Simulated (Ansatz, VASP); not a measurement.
# One calculation of Zn3Se, two programs

```xyz
4
Lattice="5.5664 0.0000 0.0000 0.0000 5.5664 0.0000 0.0000 0.0000 5.5664" Properties=species:S:1:pos:R:3 pbc="T T T"
Zn    0.0000    2.7832    2.7832
Zn    2.7832    0.0000    2.7832
Zn    2.7832    2.7832    0.0000
Se    2.7832    2.7832    2.7832
```

Alike in both runs: functional PBE; k mesh 4 × 4 × 4; occupations gaussian, width 0.1 eV; no spin polarisation.

Ansatz relaxed the structure, and its values are those at the end. VASP's run is a single point on that final structure, the one shown.

```csv
,VASP,Ansatz
version,VASP 6.6.1,Ansatz 0.2.0
potentials or method,"VASP PAW PBE potentials, release 64 (Zn, Se), cutoff 520 eV","scalar-relativistic, plane waves, PAW"
valence electrons in the cell,42,52
```

```tsv
	VASP	Ansatz	Ansatz less VASP
gap on the k mesh at the Fermi level (eV)	none	none	-
pressure (GPa)	0.0	0.0	-0.04
```

A gap of «none» marks a metal or a gap that the smearing closes. VASP's potentials hold 42 valence electrons a cell and Ansatz's 52, so a difference there can come from the potentials and not from the codes.
